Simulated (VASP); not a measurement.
Runs of VASP 6.6.1 on Hf2H3. The structure is that of space group P6/mmm (No. 191), or close to it. The cells are those of the table. 

```tsv
task	cell	k mesh	cutoff (eV)	gap on the mesh (eV)	pressure (GPa)	relaxed volume (Å³/atom)	largest force (eV/Å)
single point	a = 3.177, b = 3.177, c = 6.608 Å, angles 90.0, 90.0, 120.0°, 5 atoms	12 × 12 × 6	520	none	-0.5	-	0.02
relaxation of cell and atoms	relaxed from a = 3.467, b = 3.467, c = 6.768 Å, angles 90.0, 90.0, 120.0°, 5 atoms	6 × 6 × 4	600	none	0.3	11.31	0.03
single point	a = 3.167, b = 3.167, c = 6.570 Å, angles 90.0, 90.0, 120.0°, 5 atoms	6 × 6 × 4	520	none	-0.6	-	0.01
relaxation of cell and atoms	relaxed from a = 3.167, b = 3.167, c = 6.570 Å, angles 90.0, 90.0, 120.0°, 5 atoms	12 × 12 × 6	600	none	0.0	(a)	0.01
single point	a = 3.467, b = 3.467, c = 6.768 Å, angles 90.0, 90.0, 120.0°, 5 atoms	6 × 6 × 4	520	none	-13.5	-	(b)
```

Alike in all rows: level PBE; potentials or basis VASP PAW PBE potentials, release 64 (Hf_pv, H); no spin polarisation; smearing gaussian 0.1 eV.

**Question.** Fill in the values left out.

**Answer.** (a) 11.51; (b) 0.50.

Caveats: some runs use coarse meshes; spin-orbit coupling is left out, which moves the levels of the heavy elements; the volume moved by over 15 % at a fixed basis, so the end points are rough (some runs).

A k mesh can miss the band edges, and the runs leave out spin-orbit coupling on Hf.

A gap of «none» marks levels without a gap at the run's occupations.
